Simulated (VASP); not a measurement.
Runs of VASP 6.6.1 on Ni. The structure is that of space group Fm-3m (No. 225), or close to it. The cells are those of the table. 

```csv
task,level,cell,cutoff (eV),gap on the mesh (eV),pressure (GPa),moment (μB),relaxed volume (Å³/atom)
single point,PBE+D4,"a = 2.463 Å, angles 60.0°, 1 atom",520,none,-0.3,(a),-
single point,revPBE+D3(BJ),"a = 2.449 Å, angles 60.0°, 1 atom",520,none,-0.2,0.59,-
relaxation of cell and atoms,PBE+D4,"relaxed from a = 2.492 Å, angles 60.0°, 1 atom",600,none,0.0,0.59,(b)
relaxation of cell and atoms,revPBE+D3(BJ),"relaxed from a = 2.492 Å, angles 60.0°, 1 atom",600,none,0.0,0.59,10.37
```

Alike in all rows: potentials or basis VASP PAW PBE potentials, release 64 (Ni); spin collinear, ferromagnetic start; k mesh 14 × 14 × 14; smearing methfessel-paxton 0.3 eV.

Question: Estimate the missing entries.

Answer: (a) 0.60; (b) 10.55.

Caveats: pairwise dispersion overbinds metals, which lowers pressure and volume; the PAW data sets were made with another functional, which shifts forces and pressure a little (some runs).

A gap of «none» marks levels without a gap at the run's occupations.
